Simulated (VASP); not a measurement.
Input of a VASP 6.6.1 run:

Contents of INCAR:

```
  PREC = Accurate
  ENCUT = 520
  EDIFF = 1E-6
  ISMEAR = 0
  SIGMA = 0.1
  LREAL = F
  LASPH = T
  NELM = 100
  ALGO = Normal
  ISIF = 2
  LWAVE = F
  LCHARG = F
  NBANDS = 21
```

KPOINTS

```
regular mesh
0
Gamma
  14 14 14
```

The input POSCAR:

```
Ge
1.0
    0.0000000000      2.7324220938      2.7324220938
    2.7324220938      0.0000000000      2.7324220938
    2.7324220938      2.7324220938      0.0000000000
Ge
2
Direct
    0.5000000000      0.5000000000      0.5000000000
    0.7500000000      0.7500000000      0.7500000000
```

Potentials or basis: VASP PAW LDA potentials, release 64 (Ge_d).

The run is started by

```sh
$ cat potpaw_LDA.64/Ge_d/POTCAR > POTCAR
$ mpirun -np 1 vasp_std > vasp.out
```

Problem. Predict the band gap on the k mesh.

Solution. 0.34 eV (least direct gap 0.84 eV).

Problem. Predict the pressure.

Solution. 7.8 GPa.

Caveat: the cell differs from its parent crystal (strained); the cell stands under pressure. A k mesh can miss the band edges.
